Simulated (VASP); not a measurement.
A run of VASP 6.6.1:

Contents of INCAR:

```
SYSTEM = TiC
PREC = Accurate
ENCUT = 520
EDIFF = 1E-6
ISMEAR = 0
SIGMA = 0.15
LREAL = .FALSE.
LASPH = .TRUE.
NELM = 80
ALGO = Normal
ISIF = 2
LWAVE = .FALSE.
LCHARG = .TRUE.
GGA = PS
LELF = .TRUE.
LVHAR = .TRUE.
NBANDS = 15
```

The input KPOINTS:

```
regular mesh
0
G
  18 18 18
  0 0 0
```

File POSCAR:

```
TiC
1.0
    0.0000000000      2.1315400000      2.0990800000
    2.1315400000      0.0000000000      2.0990800000
    2.1315400000      2.1315400000      0.0000000000
Ti C
1 1
Direct
    0.0000000000      0.0000000000      0.0000000000
    0.5000000000      0.5000000000      0.5000000000
```

Potentials or basis: VASP PAW PBE potentials, release 64 (Ti_sv, C).

Run with:

```console
$ cat potpaw_PBE.64/Ti_sv/POTCAR potpaw_PBE.64/C/POTCAR > POTCAR
$ mpirun -np 1 vasp_std > vasp.out
```

Hardware: 1 thread of AMD EPYC 9R45 96-Core Processor (Zen 5), on a shared host.

**Question.** How long does it take, and how much memory?

**Answer.** It took 81 s on 1 thread of AMD EPYC 9R45 96-Core Processor (Zen 5) (shared host), peak memory 0.22 GiB. Counts: scf iterations 13, k points 480.
